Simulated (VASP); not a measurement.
Crystal: WS2 (Tungstenite).

```
W S
1.0
     1.58589    0.91561    6.23748
    -1.58589    0.91561    6.23748
     0.00000   -1.83122    6.23748
W S
1 2
Cartesian
  0.0000 0.0000 0.0125
  0.0000 0.0000 4.6885
  0.0000 0.0000 7.8120
```

Base run:

* Program: VASP 6.6.1
* Functional: PBE
* Potentials or basis: VASP PAW PBE potentials, release 64 (W_sv, S)
* Cutoff: 520 eV
* k mesh: 8 × 8 × 8
* Occupations: gaussian, width 0.01 eV
* Spin: no spin polarisation

Its results: band gap on the k mesh 1.24 eV, indirect (least direct gap 2.26 eV); pressure 3.2 GPa; largest force 0.197 eV/Å.

**Question.** The run is repeated on the same cell with these changes: functional from PBE to r2SCAN; further incar settings from ALGO = Normal; EDIFF = 1e-06; NBANDS = 20 to ALGO = Normal; EDIFF = 1e-07; NBANDS = 20. What comes out?

**Answer.** Band gap on the k mesh 1.35 eV, indirect (least direct gap 2.40 eV); pressure 1.4 GPa; largest force 0.031 eV/Å.

Caveats: spin-orbit coupling is left out, which moves the levels of the heavy elements; the PAW data sets were made with another functional, which shifts forces and pressure a little (some runs).

A k mesh can miss the band edges.
